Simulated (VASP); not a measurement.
# TaN (Pm-3m) in VASP: a series of runs

TaN is run at these levels: PBEsol+D3(BJ), PBEsol; tasks: single point, relaxation of cell and atoms.

Everything below comes from runs of VASP 6.6.1. Logs are shortened: lines on timing, memory, paths and dates and some standing lists are left out, and cuts for length are marked.

**1. The cell of the first run**

It takes space group Pm-3m (No. 221, cubic). The conventional cell has a = 2.732 Å, b = 2.732 Å, c = 2.732 Å, α = 90.00°, β = 90.00°, γ = 90.00°. Within 3.1 Å of Ta (site symmetry m-3m) lie 8 N at 2.37 Å and 6 Ta at 2.73 Å. Within 3.1 Å of N (site symmetry m-3m) lie 8 Ta at 2.37 Å and 6 N at 2.73 Å.

**2. Single point, PBEsol+D3(BJ)**

Contents of INCAR:

```
SYSTEM = TaN
ALGO     = Normal         ! electronic algorithm
EDIFF    = 1E-6           ! SCF threshold, eV
ENCUT    = 520            ! plane-wave cutoff, eV
GGA      = PS             ! functional
ISIF     = 2              ! what is computed and relaxed
ISMEAR   = -1             ! smearing method
IVDW     = 12             ! dispersion correction
LASPH    = .TRUE.         ! aspherical terms in the spheres
LCHARG   = .FALSE.        ! write CHGCAR
LREAL    = .FALSE.        ! projectors in reciprocal space
LWAVE    = .FALSE.        ! write WAVECAR
NBANDS   = 15             ! bands
NELM     = 60             ! most SCF steps
PREC     = Accurate       ! precision mode
SIGMA    = 0.05           ! smearing width, eV
```

Contents of KPOINTS:

```
k-points
0
G
  10 10 10
  0 0 0
```

Contents of POSCAR:

```
TaN
1.0
    2.7323076900      0.0000000000      0.0000000000
    0.0000000000      2.7323076900      0.0000000000
    0.0000000000      0.0000000000      2.7323076900
Ta N
1 1
Direct
    0.0000000000      0.0000000000      0.0000000000
    0.5000000000      0.5000000000      0.5000000000
```

Potentials or basis: VASP PAW PBE potentials, release 64 (Ta_pv, N).

Started as:

```console
$ cat potpaw_PBE.64/Ta_pv/POTCAR potpaw_PBE.64/N/POTCAR > POTCAR
$ mpirun -np 1 vasp_std > vasp.out
```

OUTCAR:

```text
SYSTEM = TaN
   EDIFF = 1E-6
   ENCUT = 520
   GGA = PS
   ISIF = 2
   ISMEAR = -1
   IVDW = 12
   LASPH = .TRUE.
   LREAL = .FALSE.
   NELM = 60
   PREC = Accurate
 IVDW          = 12

 ion  position               nearest neighbor table
   1  0.000  0.000  0.000-   2 2.37   2 2.37   2 2.37   2 2.37   2 2.37   2 2.37   2 2.37   2 2.37

   2  0.500  0.500  0.500-   1 2.37   1 2.37   1 2.37   1 2.37   1 2.37   1 2.37   1 2.37   1 2.37

  LATTYP: Found a simple cubic cell.
 ALAT       =     2.7323076900

  Lattice vectors:

 A1 = (   2.7323076900,   0.0000000000,   0.0000000000)
 A2 = (   0.0000000000,   2.7323076900,   0.0000000000)
 A3 = (   0.0000000000,   0.0000000000,   2.7323076900)

Analysis of symmetry for initial positions (statically):
=====================================================================
 Subroutine PRICEL returns:
 Original cell was already a primitive cell.

 Routine SETGRP: Setting up the symmetry group for a
 simple cubic supercell.

 Subroutine GETGRP returns: Found 48 space group operations
 (whereof 48 operations were pure point group operations)
 out of a pool of 48 trial point group operations.

The static configuration has the point symmetry O_h .

Analysis of symmetry for dynamics (positions and initial velocities):
=====================================================================
 Subroutine PRICEL returns:
 Original cell was already a primitive cell.

 Routine SETGRP: Setting up the symmetry group for a
 simple cubic supercell.

 Subroutine GETGRP returns: Found 48 space group operations
 (whereof 48 operations were pure point group operations)
 out of a pool of 48 trial point group operations.

The dynamic configuration has the point symmetry O_h .

 Subroutine INISYM returns: Found 48 space group operations
 (whereof 48 operations are pure point group operations),
 and found     1 'primitive' translations

----------------------------------------------------------------------------------------

                                     Primitive cell

  volume of cell :      20.3981

  direct lattice vectors                    reciprocal lattice vectors
     2.732307690  0.000000000  0.000000000     0.365990991  0.000000000  0.000000000
     0.000000000  2.732307690  0.000000000     0.000000000  0.365990991  0.000000000
     0.000000000  0.000000000  2.732307690     0.000000000  0.000000000  0.365990991

  length of vectors
[... 90 lines left out ...]
   POTIM  = 0.5000    time-step for ionic-motion
   TEBEG  =    0.0;   TEEND  =   0.0 temperature during run
   PSTRESS=    0.0 pullay stress
   NELECT =      16.0000    total number of electrons
   NUPDOWN=      -1.0000    fix difference up-down
   EMIN   =  10.00;   EMAX   =-10.00  energy-range for DOS
   EFERMI =   0.00;   METHOD = LEGACY
   ISMEAR =    -1;   SIGMA  =   0.05  broadening in eV -4-tet -1-fermi 0-gaus
   EFERMI_NEDOS =   21; number of points for ismear=-14 and -15
   IALGO  =     38    algorithm
   IMIX   =      4    mixing-type and parameters
     AMIX     =   0.40;   BMIX     =  1.00
     AMIX_MAG =   1.60;   BMIX_MAG =  1.00
  volume/ion in A,a.u.               =      10.20        68.83
  Fermi-wavevector in a.u.,A,eV,Ry     =   1.509797  2.853103 31.014303  2.279487
  Thomas-Fermi vector in A             =   2.620072
   LORBIT       =      0    0 simple, 1 ext, 2 COOP (PROOUT), +10 PAW based schemes
   GGA     = PS    functional components
   LHFCALC =     F    Hartree Fock is set to
   AEXX    =    0.0000 exact exchange contribution
   IVDW    =    12    specifies the selected vdW correction
   LEPSILON=     F    determine dielectric tensor
   LRPA    =     F    only Hartree local field effects (RPA)
 non-spin polarized calculation
  energy-cutoff  :      520.00
  volume of cell :       20.40
 maximum number of plane-waves:       560
   NGX = 11   NGY = 11   NGZ = 11

 number of electron      16.0000010 magnetization

 Free energy of the ion-electron system (eV)
  ---------------------------------------------------
  ext. energy  EPLUGINS =         0.00000000
  ---------------------------------------------------
  free energy    TOTEN  =       -22.27543919 eV

  energy without entropy =      -22.27523814  energy(sigma->0) =      -22.27533867

 E-fermi :   9.3821     XC(G=0): -13.8881

 val. band max:        9.1732089909   @ k =   0.2000   0.2000   0.0000
 cond. band min:       9.6259451177   @ k =   0.3000   0.2000   0.2000
 fundamental gap:      0.4527361269
 Fermi energy:         9.3820652070

 k-point     1 :       0.0000    0.0000    0.0000
  band No.  band energies     occupation
      1     -25.7869      2.00000
      2     -25.7869      2.00000
      3     -25.7869      2.00000
      4      -9.0651      2.00000
      5       4.4273      2.00000
      6       4.4273      2.00000
      7       6.6330      2.00000
      8       6.6330      2.00000
      9       6.6330      2.00000
     10      11.7932      0.00000
     11      13.2870      0.00000
     12      13.2870      0.00000
     13      13.2870      0.00000
     14      22.1349      0.00000
[... 401 lines left out ...]
      2     -25.8304      2.00000
      3     -25.8092      2.00000
      4      -7.2739      2.00000
      5       1.4707      2.00000
      6       4.2988      2.00000
      7       5.2410      2.00000
      8       6.2486      2.00000
      9      10.1859      0.00000
     10      11.9993      0.00000
     11      13.7562      0.00000
     12      14.0650      0.00000
     13      16.1059      0.00000
     14      21.9930      0.00000
     15      22.1325      0.00000

 [... further k-points ...]

------------------------ aborting loop because EDIFF is reached ----------------------------------------

 Edisp (eV)   -0.97163

 E8    (eV) :    -0.6747

  FORCE on cell =-STRESS in cart. coord.  units (eV):
  Direction    XX          YY          ZZ          XY          YZ          ZX
  --------------------------------------------------------------------------------------
  -------------------------------------------------------------------------------------
  Total      -1.43595    -1.43595    -1.43595     0.00000     0.00000    -0.00000
  in kB    -112.78790  -112.78790  -112.78790     0.00000     0.00000    -0.00000
  external pressure =     -112.79 kB  Pullay stress =        0.00 kB

 VOLUME and BASIS-vectors are now :
 -----------------------------------------------------------------------------
  energy-cutoff  :      520.00
  volume of cell :       20.40
      direct lattice vectors                 reciprocal lattice vectors
     2.732307690  0.000000000  0.000000000     0.365990991  0.000000000  0.000000000
     0.000000000  2.732307690  0.000000000     0.000000000  0.365990991  0.000000000
     0.000000000  0.000000000  2.732307690     0.000000000  0.000000000  0.365990991

 POSITION                                       TOTAL-FORCE (eV/Angst)
 -----------------------------------------------------------------------------------
      0.00000      0.00000      0.00000         0.000000      0.000000      0.000000
      1.36615      1.36615      1.36615         0.000000      0.000000      0.000000
 -----------------------------------------------------------------------------------
    total drift:                                0.000000      0.000000      0.000000

  FREE ENERGIE OF THE ION-ELECTRON SYSTEM (eV)
  ---------------------------------------------------
  free  energy   TOTEN  =       -23.2470705802 eV

  energy  without entropy=      -23.2468695389  energy(sigma->0) =      -23.24697006
```

stdout:

```text
POSCAR found type information on POSCAR TaN
 POSCAR found :  2 types and       2 ions
 scaLAPACK will be used
 -----------------------------------------------------------------------------
|                                                                             |
|                                                                             |
|     You enforced a specific xc type in the INCAR file but a different       |
|     I HOPE YOU KNOW WHAT YOU ARE DOING!                                     |
|                                                                             |
 -----------------------------------------------------------------------------

 LDA part: xc-table for (Slater+PW92), standard interpolation
 POSCAR, INCAR and KPOINTS ok, starting setup
 FFT: planning ... GRIDC
 FFT: planning ... GRID_SOFT
 FFT: planning ... GRID
 WAVECAR not read
 entering main loop
```

Wall time 19 s (1 thread of Intel Xeon 8259CL, shared host); peak memory 0.15 GiB.

Results:

```yaml
Free_energy: -23.2471 eV
Pressure: -11.3 GPa
Band_gap_on_the_k_mesh: zero (band 8 reaches 15.58 eV, above the bottom of band 9 at 6.63 eV)
Dispersion_energy_per_atom: -0.486 eV
```

Levels at points of the mesh, in eV from the Fermi level:
| k point | band 6 | band 7 | band 8 | band 9 | band 10 | band 11 |
| --- | --- | --- | --- | --- | --- | --- |
| (0.00, 0.00, 0.00) | -4.95 | -2.75 | -2.75 | -2.75 | 2.41 | 3.90 |
| (0.50, 0.00, 0.00) | -4.73 | -4.73 | -3.71 | 3.91 | 4.51 | 5.29 |
| (0.50, 0.50, 0.00) | -6.03 | -3.82 | -2.10 | 0.62 | 0.62 | 0.77 |
| (0.50, 0.50, 0.50) | -9.26 | -9.26 | 6.20 | 6.20 | 6.20 | 7.24 |

Caveat: three body term missing; the PAW data sets were made with another functional, which shifts forces and pressure a little; spin-orbit coupling is left out, which moves the levels of the heavy elements; pairwise dispersion overbinds metals, which lowers pressure and volume.

**3. Relaxation of cell and atoms, PBEsol**

Contents of INCAR:

```
SYSTEM = TaN
ALGO = Normal
EDIFF = 1E-7
EDIFFG = -0.01
ENCUT = 600
GGA = PS
IBRION = 2
ISIF = 3
ISMEAR = -1
LASPH = .TRUE.
LCHARG = .FALSE.
LREAL = .FALSE.
LWAVE = .FALSE.
NELM = 80
NSW = 60
PREC = Accurate
SIGMA = 0.05
```

KPOINTS is that of step 2.

POSCAR is that of step 2.

Potentials or basis: VASP PAW PBE potentials, release 64 (Ta_pv, N).

Started as:

```console
$ cat potpaw_PBE.64/Ta_pv/POTCAR potpaw_PBE.64/N/POTCAR > POTCAR
$ mpirun -np 1 vasp_std > vasp.out
```

OUTCAR:

```text
SYSTEM = TaN
   EDIFF = 1E-7
   EDIFFG = -0.01
   ENCUT = 600
   GGA = PS
   IBRION = 2
   ISIF = 3
   ISMEAR = -1
   LASPH = .TRUE.
   LREAL = .FALSE.
   NELM = 80
   NSW = 60
   PREC = Accurate

 ion  position               nearest neighbor table
   1  0.000  0.000  0.000-   2 2.37   2 2.37   2 2.37   2 2.37   2 2.37   2 2.37   2 2.37   2 2.37

   2  0.500  0.500  0.500-   1 2.37   1 2.37   1 2.37   1 2.37   1 2.37   1 2.37   1 2.37   1 2.37

  LATTYP: Found a simple cubic cell.
 ALAT       =     2.7323076900

  Lattice vectors:

 A1 = (   2.7323076900,   0.0000000000,   0.0000000000)
 A2 = (   0.0000000000,   2.7323076900,   0.0000000000)
 A3 = (   0.0000000000,   0.0000000000,   2.7323076900)

Analysis of symmetry for initial positions (statically):
=====================================================================
 Subroutine PRICEL returns:
 Original cell was already a primitive cell.

 Routine SETGRP: Setting up the symmetry group for a
 simple cubic supercell.

 Subroutine GETGRP returns: Found 48 space group operations
 (whereof 48 operations were pure point group operations)
 out of a pool of 48 trial point group operations.

The static configuration has the point symmetry O_h .

Analysis of symmetry for dynamics (positions and initial velocities):
=====================================================================
 Subroutine PRICEL returns:
 Original cell was already a primitive cell.

 Routine SETGRP: Setting up the symmetry group for a
 simple cubic supercell.

 Subroutine GETGRP returns: Found 48 space group operations
 (whereof 48 operations were pure point group operations)
 out of a pool of 48 trial point group operations.

The dynamic configuration has the point symmetry O_h .

 Subroutine INISYM returns: Found 48 space group operations
 (whereof 48 operations are pure point group operations),
 and found     1 'primitive' translations

----------------------------------------------------------------------------------------

[... 129 lines left out ...]
   NGX = 11   NGY = 11   NGZ = 11

--------------------------------------- Ionic step        1  -------------------------------------------

 number of electron      15.9999999 magnetization

 Free energy of the ion-electron system (eV)
  ---------------------------------------------------
  ext. energy  EPLUGINS =         0.00000000
  ---------------------------------------------------
  free energy    TOTEN  =       -22.27764885 eV

  energy without entropy =      -22.27744768  energy(sigma->0) =      -22.27754826

------------------------ aborting loop because EDIFF is reached ----------------------------------------

  FORCE on cell =-STRESS in cart. coord.  units (eV):
  Direction    XX          YY          ZZ          XY          YZ          ZX
  --------------------------------------------------------------------------------------
  -------------------------------------------------------------------------------------
  Total       -0.4631121     -0.4631121     -0.4631121      0.0000000     -0.0000000      0.0000000
  in kB      -36.3754063    -36.3754063    -36.3754063      0.0000000     -0.0000000      0.0000000
  external PRESSURE =     -36.3754063 kB  Pullay stress =       0.0000000 kB
[... 59 lines left out ...]
--------------------------------------- Ionic step        3  -------------------------------------------

 number of electron      15.9999997 magnetization

 Free energy of the ion-electron system (eV)
  ---------------------------------------------------
  ext. energy  EPLUGINS =         0.00000000
  ---------------------------------------------------
  free energy    TOTEN  =       -22.28016611 eV

  energy without entropy =      -22.27998210  energy(sigma->0) =      -22.28007410

 E-fermi :   9.5104     XC(G=0): -13.9482

 val. band max:        9.2960564549   @ k =   0.2000   0.2000   0.0000
 cond. band min:       9.7596901310   @ k =   0.3000   0.2000   0.2000
 fundamental gap:      0.4636336761
 Fermi energy:         9.5103801683

 k-point     1 :       0.0000    0.0000    0.0000
  band No.  band energies     occupation
      1     -25.6372      2.00000
      2     -25.6372      2.00000
      3     -25.6372      2.00000
      4      -9.0376      2.00000
      5       4.4888      2.00000
      6       4.4888      2.00000
      7       6.7371      2.00000
      8       6.7371      2.00000
      9       6.7371      2.00000
     10      12.0572      0.00000
     11      13.4696      0.00000
     12      13.4696      0.00000
[... 331 lines left out ...]
 k-point    24 :       0.3000    0.1000    0.1000
  band No.  band energies     occupation
      1     -26.5405      2.00000
      2     -25.6823      2.00000
      3     -25.6599      2.00000
      4      -7.2127      2.00000
      5       1.5374      2.00000
      6       4.3686      2.00000
      7       5.3283      2.00000
      8       6.3363      2.00000
      9      10.3251      0.00000
     10      12.1752      0.00000
     11      13.9582      0.00000
     12      14.2551      0.00000

 [... further k-points ...]
[... 5 lines left out ...]
  --------------------------------------------------------------------------------------
  -------------------------------------------------------------------------------------
  Total       -0.0030552     -0.0030552     -0.0030552      0.0000000      0.0000000      0.0000000
  in kB       -0.2425591     -0.2425591     -0.2425591      0.0000000      0.0000000      0.0000000
  external PRESSURE =      -0.2425591 kB  Pullay stress =       0.0000000 kB
[... 17 lines left out ...]
  FREE ENERGIE OF THE ION-ELECTRON SYSTEM (eV)
  ---------------------------------------------------
  free  energy   TOTEN  =       -22.2801661055 eV

  energy  without entropy=      -22.2799821043  energy(sigma->0) =      -22.28007410

 reached required accuracy - stopping structural energy minimisation
```

OSZICAR:

```text
N       E                     dE             d eps       ncg     rms          rms(c)
DAV:   1     0.102818540048E+03    0.10282E+03   -0.98316E+03  1344   0.155E+03
DAV:   2    -0.200880656212E+02   -0.12291E+03   -0.11616E+03  1600   0.368E+02
[... 24 lines left out ...]
DAV:   1    -0.223141437489E+02   -0.45559E-01   -0.12421E+00  1344   0.147E+01    0.208E+00
DAV:   2    -0.222876160811E+02    0.26528E-01   -0.33840E-02  1392   0.217E+00    0.843E-01
DAV:   3    -0.222800758203E+02    0.75403E-02   -0.21727E-02  1508   0.172E+00    0.165E-01
DAV:   4    -0.222801471321E+02   -0.71312E-04   -0.25488E-04  1624   0.185E-01    0.748E-02
DAV:   5    -0.222801656547E+02   -0.18523E-04   -0.56839E-05  1664   0.772E-02    0.159E-02
DAV:   6    -0.222801660359E+02   -0.38116E-06   -0.17764E-06  1656   0.145E-02    0.544E-03
DAV:   7    -0.222801661055E+02   -0.69568E-07   -0.51149E-08   868   0.257E-03
   3 F= -.22280166E+02 E0= -.22280074E+02  d E =-.251726E-02
```

CONTCAR:

```text
TaN
   1.00000000000000
     2.7225472348930455   -0.0000000000000000    0.0000000000000000
     0.0000000000000000    2.7225472348930455    0.0000000000000000
    -0.0000000000000000   -0.0000000000000000    2.7225472348930455
  Ta              N
     1     1
Direct
     0.0000000000000000    0.0000000000000000    0.0000000000000000
     0.5000000000000000    0.5000000000000000    0.5000000000000000

  0.00000000E+00  0.00000000E+00  0.00000000E+00
  0.00000000E+00  0.00000000E+00  0.00000000E+00
```

Run time: 42 s. Hardware: 1 thread of Intel Xeon 8259CL, shared host; peak memory 0.16 GiB.

What came out:

```
Free energy                            : -22.2802 eV
Relaxed volume                         : 10.09 Å³/atom
Relaxed cell                           : a = 2.723 Å, b = 2.723 Å, c = 2.723 Å, α = 90.00°, β = 90.00°, γ = 90.00°
Space group after relaxing (to 0.05 Å) : Pm-3m (No. 221)
Energy gained by relaxing              : 1.3 meV/atom
Ionic steps                            : 3
Pressure after relaxing                : 0.0 GPa
Band gap on the k mesh                 : zero (band 8 reaches 15.80 eV, above the bottom of band 9 at 6.74 eV)
```

The path:
| step | energy change (eV) | largest force (eV/Å) | pressure (GPa) | volume (Å³) |
| --- | --- | --- | --- | --- |
| 1 | 0.0000 | 0.0000 | -3.64 | 20.40 |
| 2 | 0.0091 | 0.0000 | 8.30 | 19.72 |
| 3 | -0.0025 | 0.0000 | -0.02 | 20.18 |

Final structure:
```
Ta N
1.0
     2.72255    0.00000    0.00000
     0.00000    2.72255    0.00000
     0.00000    0.00000    2.72255
Ta N
1 1
Direct
  0.00000 0.00000 0.00000
  0.50000 0.50000 0.50000
```

Caveat: the PAW data sets were made with another functional, which shifts forces and pressure a little; spin-orbit coupling is left out, which moves the levels of the heavy elements.
